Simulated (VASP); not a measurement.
# Sn (Fd-3m) in VASP: notebook, part 2 of 2

VASP 6.6.1. Earlier steps stand in the parts before.

**4. Single point, HSE06 (strain +3.0%)**

Input file POSCAR:

```
Sn
1.0
    0.0000000000      3.3846358024      3.3846358024
    3.3846358024      0.0000000000      3.3846358024
    3.3846358024      3.3846358024      0.0000000000
Sn
2
Direct
    0.0000000000      0.0000000000      0.0000000000
    0.2500000000      0.2500000000      0.2500000000
```

Input file INCAR.step1:

```
PREC = Accurate ; ENCUT = 520
EDIFF = 1E-5 ; ISMEAR = -1
SIGMA = 0.02 ; LREAL = F
LASPH = T ; NELM = 100
ALGO = Normal ; ISIF = 2
LWAVE = T ; NBANDS = 21
GGA = PE
```

Input file INCAR.step2:

```
PREC = Accurate ; ENCUT = 520
EDIFF = 1E-6 ; ISMEAR = -1
SIGMA = 0.02 ; LREAL = F
LASPH = T ; NELM = 100
ALGO = Normal ; ISIF = 2
LWAVE = F ; LCHARG = T
GGA = PE ; LHFCALC = T
HFSCREEN = 0.2079 ; PRECFOCK = Normal
LELF = T ; LVHAR = T
NBANDS = 21 ; ISTART = 1
```

Input file KPOINTS:

```
regular mesh
0
Gamma
  4 4 4
```

Potentials or basis: VASP PAW PBE potentials, release 64 (Sn_d).

Command:

```console
$ cat potpaw_PBE.64/Sn_d/POTCAR > POTCAR
$ cp INCAR.step1 INCAR
$ mpirun -np 1 vasp_std > vasp.out
$ cp INCAR.step2 INCAR
$ mpirun -np 1 vasp_std > vasp.out
```

OUTCAR:

```text
PREC = Accurate
   ENCUT = 520
   EDIFF = 1E-6
   ISMEAR = -1
   LREAL = F
   LASPH = T
   NELM = 100
   ISIF = 2
   GGA = PE
   LHFCALC = T
   HFSCREEN = 0.2079
   PRECFOCK = Normal
   ISTART = 1

 ion  position               nearest neighbor table
   1  0.000  0.000  0.000-   2 2.93   2 2.93   2 2.93   2 2.93
   2  0.250  0.250  0.250-   1 2.93   1 2.93   1 2.93   1 2.93

  LATTYP: Found a face centered cubic cell.
 ALAT       =     6.7692716048

  Lattice vectors:

 A1 = (   0.0000000000,   3.3846358024,   3.3846358024)
 A2 = (   3.3846358024,   0.0000000000,   3.3846358024)
 A3 = (   3.3846358024,   3.3846358024,   0.0000000000)

Analysis of symmetry for initial positions (statically):
=====================================================================
 Subroutine PRICEL returns:
 Original cell was already a primitive cell.

 Routine SETGRP: Setting up the symmetry group for a
 face centered cubic supercell.
[... 152 lines left out ...]
  ---------------------------------------------------
  ext. energy  EPLUGINS =         0.00000000
  ---------------------------------------------------
  free energy    TOTEN  =        -8.80835299 eV

  energy without entropy =       -8.80708556  energy(sigma->0) =       -8.80771927

 E-fermi :   4.2581     XC(G=0):  -6.9669

 val. band max:        4.2446879362   @ k =   0.0000   0.0000   0.0000
 cond. band min:       4.3677774465   @ k =   0.5000   0.0000   0.0000
 fundamental gap:      0.1230895103
 Fermi energy:         4.2580570419

 k-point     1 :       0.0000    0.0000    0.0000
  band No.  band energies     occupation
      1     -19.4380      2.00000
      2     -19.4380      2.00000
      3     -19.4380      2.00000
      4     -19.3944      2.00000
      5     -19.3944      2.00000
      6     -19.1667      2.00000
[... 181 lines left out ...]
     20      13.3694      0.00000
     21      14.6903      0.00000

------------------------ aborting loop because EDIFF is reached ----------------------------------------

  FORCE on cell =-STRESS in cart. coord.  units (eV):
  Direction    XX          YY          ZZ          XY          YZ          ZX
  --------------------------------------------------------------------------------------
  -------------------------------------------------------------------------------------
  Total       -1.4576972     -1.4576972     -1.4576972      0.0000000      0.0000000     -0.0000000
  in kB      -30.1170251    -30.1170251    -30.1170251      0.0000000      0.0000000     -0.0000000
  external PRESSURE =     -30.1170251 kB  Pullay stress =       0.0000000 kB

 VOLUME and BASIS-vectors are now :
 -----------------------------------------------------------------------------
  energy-cutoff  :      520.00
  volume of cell :       77.55
      direct lattice vectors                 reciprocal lattice vectors
     0.000000000  3.384635802  3.384635802    -0.147726382  0.147726382  0.147726382
     3.384635802  0.000000000  3.384635802     0.147726382 -0.147726382  0.147726382
     3.384635802  3.384635802  0.000000000     0.147726382  0.147726382 -0.147726382

 POSITION                                       TOTAL-FORCE (eV/Angst)
 -----------------------------------------------------------------------------------
      0.00000      0.00000      0.00000        -0.000000     -0.000000     -0.000000
      1.69232      1.69232      1.69232         0.000000      0.000000      0.000000
 -----------------------------------------------------------------------------------
    total drift:                                0.000001      0.000000      0.000001

  FREE ENERGIE OF THE ION-ELECTRON SYSTEM (eV)
  ---------------------------------------------------
  free  energy   TOTEN  =        -8.8083529889 eV

  energy  without entropy=       -8.8070855562  energy(sigma->0) =       -8.80771927
```

OSZICAR.step1:

```text
N       E                     dE             d eps       ncg     rms          rms(c)
DAV:   1     0.219763030813E+03    0.21976E+03   -0.14551E+04   336   0.181E+03
DAV:   2     0.158023398818E+02   -0.20396E+03   -0.20017E+03   341   0.427E+02
DAV:   3    -0.671898120521E+01   -0.22521E+02   -0.22359E+02   386   0.136E+02
DAV:   4    -0.751080023417E+01   -0.79182E+00   -0.79149E+00   401   0.284E+01
DAV:   5    -0.754586745407E+01   -0.35067E-01   -0.35066E-01   490   0.542E+00    0.271E+00
DAV:   6    -0.751884441147E+01    0.27023E-01   -0.27063E-02   475   0.198E+00    0.159E+00
DAV:   7    -0.750670112061E+01    0.12143E-01   -0.38180E-02   351   0.199E+00    0.159E-01
DAV:   8    -0.750887162722E+01   -0.21705E-02   -0.53655E-03   361   0.791E-01    0.557E-02
DAV:   9    -0.750944957559E+01   -0.57795E-03   -0.57921E-04   346   0.131E-01    0.144E-02
DAV:  10    -0.750949265540E+01   -0.43080E-04   -0.60351E-05   322   0.599E-02    0.712E-03
DAV:  11    -0.750949932169E+01   -0.66663E-05   -0.11268E-05   282   0.210E-02
   1 F= -.75094993E+01 E0= -.75086329E+01  d E =-.173290E-02
```

Wall time 41 min (1 thread of AMD EPYC 7R43 (Zen 3), shared host); peak memory 0.29 GiB.

Results:

| Quantity | Value |
| --- | --- |
| Free energy | -8.8084 eV |
| Pressure | -3.0 GPa |
| Band gap on the k mesh | zero (filled and empty bands touch) |

Caveat: the k points lie up to 0.40 Å⁻¹ apart; the cell differs from its parent crystal (strain +3.0%); the PAW data sets were made with another functional, which shifts forces and pressure a little; spin-orbit coupling is left out, which moves the levels of the heavy elements.

**5. Summary**

```tsv
level	k mesh	grid for exact exchange (PRECFOCK)	screening parameter	gap on the mesh (eV)	pressure (GPa)
PBE	6 × 6 × 6	-	-	none	-1.6
r2SCAN	6 × 6 × 6	-	-	none	-3.1
HSE06	4 × 4 × 4	Normal	0.2079 1/Å	none	-3.0
```

Alike in all rows: task single point; potentials or basis VASP PAW PBE potentials, release 64 (Sn_d); no spin polarisation; cell as given; cutoff (eV) 520; smearing fermi-dirac 0.02 eV.

Caveats: some runs use coarse meshes; spin-orbit coupling is left out, which moves the levels of the heavy elements; the PAW data sets were made with another functional, which shifts forces and pressure a little (some runs).

Absolute energies hang on the potentials; compare differences alone.
